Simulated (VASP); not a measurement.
Wanted: the native input for a VASP 6.6.1 run.

- Task: single point
- Functional: PBE
- Potentials or basis: VASP PAW PBE potentials, release 64 (Se)
- Cutoff: 500 eV
- k mesh: 5 × 5 × 4
- Occupations: gaussian, width 0.01 eV
- Spin: no spin polarisation
- Dipole correction: no
- Further INCAR settings: ALGO = Normal; EDIFF = 1e-06; NBANDS = 16

The structure of Se lies in POSCAR:

```
Se
1.0
    4.4727344385      0.0000000000      0.0000000000
   -2.2363672192      3.8735015272      0.0000000000
    0.0000000000      0.0000000000      5.0744668852
Se
3
Direct
    0.2254000000      0.0000000000      0.3333333333
    0.0000000000      0.2254000000      0.6666666667
    0.7746000000      0.7746000000      0.0000000000
```

One way to write it, as run:

INCAR

```
SYSTEM = Se
ALGO = Normal
EDIFF = 1E-6
ENCUT = 500
GGA = PE
GGA_COMPAT = .FALSE.
ISIF = 2
ISMEAR = 0
LASPH = .TRUE.
LCHARG = .FALSE.
LREAL = .FALSE.
LWAVE = .FALSE.
NBANDS = 16
NELM = 120
PREC = Accurate
SIGMA = 0.01
```

KPOINTS

```
k-points
0
G
  5 5 4
  0 0 0
```

Potentials or basis: VASP PAW PBE potentials, release 64 (Se).

Command:

```bash
$ cat potpaw_PBE.64/Se/POTCAR > POTCAR
$ mpirun -np 1 vasp_std > vasp.out
```

Results of the run:

The pressure is -1.0 GPa and the largest force is 0.263 eV/Å. The band gap on the k mesh is 1.26 eV.

Caveat: an odd mesh through Γ misses points on the zone boundary, where band edges can lie.

Run time: 19 s on 1 thread of Intel(R) Xeon(R) Platinum 8259CL CPU @ 2.50GHz (Skylake/Cascade Lake), with other jobs on the host, peak memory 0.21 GiB.
